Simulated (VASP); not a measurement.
# N2 in VASP: single point with PBEsol

Aim: the single point of N2 with PBEsol.

All numbers are computed with VASP 6.6.1; they aren't measurements. Logs are shortened: lines on timing, memory, paths and dates and some standing lists are left out, and cuts for length are marked.

## Step 1: The cell of the first run

The cell holds a molecule in a box, 2 atoms: a = 10.000 Å, b = 10.500 Å, c = 11.000 Å, α = 90.00°, β = 90.00°, γ = 90.00°.

## Step 2: Single point, PBEsol

INCAR reads:

```
PREC     = Accurate       # precision mode
ENCUT    = 520            # plane-wave cutoff, eV
EDIFF    = 1E-6           # SCF threshold, eV
ISMEAR   = 0              # smearing method
SIGMA    = 0.01           # smearing width, eV
LREAL    = False          # projectors in reciprocal space
LASPH    = True           # aspherical terms in the spheres
NELM     = 120            # most SCF steps
ALGO     = Normal         # electronic algorithm
ISIF     = 2              # what is computed and relaxed
LWAVE    = False          # write WAVECAR
LCHARG   = False          # write CHGCAR
GGA      = PS             # functional
NBANDS   = 12             # bands
GGA_COMPAT= False        
NELMDL   = -8
```

KPOINTS reads:

```
Automatic mesh
0
Gamma
  1 1 1
```

POSCAR reads:

```
N
1.0
   10.0000000000      0.0000000000      0.0000000000
    0.0000000000     10.5000000000      0.0000000000
    0.0000000000      0.0000000000     11.0000000000
N
2
Direct
    0.5000000000      0.5000000000      0.4500092983
    0.5000000000      0.5000000000      0.5499907017
```

Potentials or basis: VASP PAW PBE potentials, release 64 (N).

The run is started by

```bash
cat potpaw_PBE.64/N/POTCAR > POTCAR
mpirun -np 1 vasp_gam > vasp.out
```

OUTCAR:

```text
PREC = Accurate
   ENCUT = 520
   EDIFF = 1E-6
   ISMEAR = 0
   LREAL = False
   LASPH = True
   NELM = 120
   ISIF = 2
   GGA = PS
   NELMDL = -8

 ion  position               nearest neighbor table
   1  0.500  0.500  0.450-   2 1.10
   2  0.500  0.500  0.550-   1 1.10

  LATTYP: Found a simple orthorhombic cell.
 ALAT       =    10.0000000000
 B/A-ratio  =     1.0500000000
 C/A-ratio  =     1.1000000000

  Lattice vectors:

 A1 = (  10.0000000000,   0.0000000000,   0.0000000000)
 A2 = (   0.0000000000,  10.5000000000,   0.0000000000)
 A3 = (   0.0000000000,   0.0000000000,  11.0000000000)

Analysis of symmetry for initial positions (statically):
=====================================================================
 Subroutine PRICEL returns:
 Original cell was already a primitive cell.

 Routine SETGRP: Setting up the symmetry group for a
 simple orthorhombic supercell.

 Subroutine GETGRP returns: Found  8 space group operations
 (whereof  8 operations were pure point group operations)
 out of a pool of  8 trial point group operations.

The static configuration has the point symmetry D_2h.

Analysis of symmetry for dynamics (positions and initial velocities):
=====================================================================
 Subroutine PRICEL returns:
 Original cell was already a primitive cell.

 Routine SETGRP: Setting up the symmetry group for a
 simple orthorhombic supercell.

 Subroutine GETGRP returns: Found  8 space group operations
 (whereof  8 operations were pure point group operations)
 out of a pool of  8 trial point group operations.

The dynamic configuration has the point symmetry D_2h.

 Subroutine INISYM returns: Found  8 space group operations
 (whereof  8 operations are pure point group operations),
 and found     1 'primitive' translations

----------------------------------------------------------------------------------------

                                     Primitive cell

  volume of cell :    1155.0000

  direct lattice vectors                    reciprocal lattice vectors
    10.000000000  0.000000000  0.000000000     0.100000000  0.000000000  0.000000000
     0.000000000 10.500000000  0.000000000     0.000000000  0.095238095  0.000000000
     0.000000000  0.000000000 11.000000000     0.000000000  0.000000000  0.090909091

  length of vectors
    10.000000000 10.500000000 11.000000000     0.100000000  0.095238095  0.090909091

  position of ions in fractional coordinates (direct lattice)
     0.500000000  0.500000000  0.450009298
     0.500000000  0.500000000  0.549990702

  ion indices of the primitive-cell ions
   primitive index   ion index
                 1           1
                 2           2

----------------------------------------------------------------------------------------

 KPOINTS: Automatic mesh

Automatic generation of k-mesh.
 Grid dimensions read from file:
 generate k-points for:    1    1    1

 Generating k-lattice:

  Cartesian coordinates                     Fractional coordinates (reciprocal lattice)
     0.100000000  0.000000000  0.000000000     1.000000000  0.000000000  0.000000000
     0.000000000  0.095238095  0.000000000     0.000000000  1.000000000  0.000000000
     0.000000000  0.000000000  0.090909091     0.000000000  0.000000000  1.000000000

  Length of vectors
     0.100000000  0.095238095  0.090909091

  Shift w.r.t. Gamma in fractional coordinates (k-lattice)
     0.000000000  0.000000000  0.000000000

 Subroutine IBZKPT returns following result:
 ===========================================

 Found      1 irreducible k-points:

 Following reciprocal coordinates:
            Coordinates               Weight
  0.000000  0.000000  0.000000      1.000000
   k-points           NKPTS =      1   k-points in BZ     NKDIM =      1   number of bands    NBANDS=     12
   number of dos      NEDOS =    301   number of ions     NIONS =      2
   total plane-waves  NPLWV = 537600
   dimension x,y,z NGX =    80 NGY =   80 NGZ =   84
   dimension x,y,z NGXF=   160 NGYF=  160 NGZF=  168
   ions per type =               2
   NGX,Y,Z   is equivalent  to a cutoff of  13.30, 12.67, 12.70 a.u.
   NGXF,Y,Z  is equivalent  to a cutoff of  26.60, 25.33, 25.39 a.u.
 SYSTEM =  unknown system
   PREC   = accura    normal or accurate (medium, high low for compatibility)
   ISTART =      0    job   : 0-new  1-cont  2-samecut
   ICHARG =      2    charge: 1-file 2-atom 10-const
   ISPIN  =      1    spin polarized calculation?
   LNONCOLLINEAR =      F non collinear calculations
   LSORBIT =      F    spin-orbit coupling
   LASPH  =      T    aspherical Exc in radial PAW
   ENCUT  =  520.0 eV  38.22 Ry    6.18 a.u.  18.59 19.52 20.45*2*pi/ulx,y,z
   NELM   =    120;   NELMIN=  2; NELMDL= -8     # of ELM steps
   EDIFF  = 0.1E-05   stopping-criterion for ELM
   LREAL  =      F    real-space projection
   EDIFFG = 0.1E-04   stopping-criterion for IOM
   NSW    =      0    number of steps for IOM
   IBRION =     -1    ionic relax: 0-MD 1-quasi-New 2-CG
   NFREE  =      0    steps in history (QN), initial steepest desc. (CG)
   ISIF   =      2    stress and relaxation
   ISYM   =      2    0-nonsym 1-usesym 2-fastsym
   POTIM  = 0.5000    time-step for ionic-motion
   TEBEG  =    0.0;   TEEND  =   0.0 temperature during run
   PSTRESS=    0.0 pullay stress
   NELECT =      10.0000    total number of electrons
   NUPDOWN=      -1.0000    fix difference up-down
   EMIN   =  10.00;   EMAX   =-10.00  energy-range for DOS
   EFERMI =   0.00;   METHOD = LEGACY
   ISMEAR =     0;   SIGMA  =   0.01  broadening in eV -4-tet -1-fermi 0-gaus
   EFERMI_NEDOS =   21; number of points for ismear=-14 and -15
   IALGO  =     38    algorithm
   IMIX   =      4    mixing-type and parameters
     AMIX     =   0.40;   BMIX     =  1.00
     AMIX_MAG =   1.60;   BMIX_MAG =  1.00
  volume/ion in A,a.u.               =     577.50      3897.16
  Fermi-wavevector in a.u.,A,eV,Ry     =   0.336161  0.635252  1.537517  0.113004
  Thomas-Fermi vector in A             =   1.236311
   LORBIT       =      0    0 simple, 1 ext, 2 COOP (PROOUT), +10 PAW based schemes
   GGA     = PS    functional components
   LHFCALC =     F    Hartree Fock is set to
   AEXX    =    0.0000 exact exchange contribution
   IVDW    =     0    specifies the selected vdW correction
   LEPSILON=     F    determine dielectric tensor
   LRPA    =     F    only Hartree local field effects (RPA)
 non-spin polarized calculation
 Gauss-broadening in eV      SIGMA  =   0.01
  energy-cutoff  :      520.00
  volume of cell :     1155.00
 maximum number of plane-waves:     15548
 NGX is ok and might be reduce to    80
   NGX = 37   NGY = 39   NGZ = 41

 number of electron      10.0000002 magnetization

 Free energy of the ion-electron system (eV)
  ---------------------------------------------------
  ext. energy  EPLUGINS =         0.00000000
  ---------------------------------------------------
  free energy    TOTEN  =       -17.05028755 eV

  energy without entropy =      -17.05028755  energy(sigma->0) =      -17.05028755

 E-fermi :  -9.9755     XC(G=0):  -0.5086

 val. band max:      -10.0362515571   @ k =   0.0000   0.0000   0.0000
 cond. band min:      -1.8464010392   @ k =   0.0000   0.0000   0.0000
 fundamental gap:      8.1898505179
 Fermi energy:        -9.9755079237

 k-point     1 :       0.0000    0.0000    0.0000
  band No.  band energies     occupation
      1     -28.2232      2.00000
      2     -13.2383      2.00000
      3     -11.5452      2.00000
      4     -11.5452      2.00000
      5     -10.0363      2.00000
      6      -1.8464      0.00000
      7      -1.8463      0.00000
      8      -0.1481      0.00000
      9       1.0150      0.00000
     10       1.0723      0.00000
     11       1.0923      0.00000
     12       1.2918      0.00000

------------------------ aborting loop because EDIFF is reached ----------------------------------------

  FORCE on cell =-STRESS in cart. coord.  units (eV):
  Direction    XX          YY          ZZ          XY          YZ          ZX
  --------------------------------------------------------------------------------------
  -------------------------------------------------------------------------------------
  Total       -0.0594557     -0.0591907      1.9970952     -0.0000000      0.0000000      0.0000000
  in kB       -0.0824750     -0.0821074      2.7703035     -0.0000000      0.0000000      0.0000000
  external PRESSURE =       0.8685737 kB  Pullay stress =       0.0000000 kB

 VOLUME and BASIS-vectors are now :
 -----------------------------------------------------------------------------
  energy-cutoff  :      520.00
  volume of cell :     1155.00
      direct lattice vectors                 reciprocal lattice vectors
    10.000000000  0.000000000  0.000000000     0.100000000  0.000000000  0.000000000
     0.000000000 10.500000000  0.000000000     0.000000000  0.095238095  0.000000000
     0.000000000  0.000000000 11.000000000     0.000000000  0.000000000  0.090909091

 POSITION                                       TOTAL-FORCE (eV/Angst)
 -----------------------------------------------------------------------------------
      5.00000      5.25000      4.95010         0.000000      0.000000     -1.897522
      5.00000      5.25000      6.04990         0.000000      0.000000      1.897522
 -----------------------------------------------------------------------------------
    total drift:                                0.000000      0.000000      0.000000

  FREE ENERGIE OF THE ION-ELECTRON SYSTEM (eV)
  ---------------------------------------------------
  free  energy   TOTEN  =       -17.0502875477 eV

  energy  without entropy=      -17.0502875477  energy(sigma->0) =      -17.05028755
```

It took 66 s on 1 thread of Intel Xeon Platinum 8259CL at 2.50GHz (Skylake/Cascade Lake), shared host; peak memory 0.86 GiB.

What came out:

| Quantity | Value |
| --- | --- |
| Free energy | -17.0503 eV |
| Largest force | 1.898 eV/Å |
| Gap between the frontier levels | 8.19 eV |

Forces on the atoms (eV/Å):
```
N    0.000  0.000 -1.898
N    0.000  0.000  1.898
```

Caveat: the standard files for N, O and F lose accuracy on very short bonds; the PAW data sets were made with another functional, which shifts forces and pressure a little.
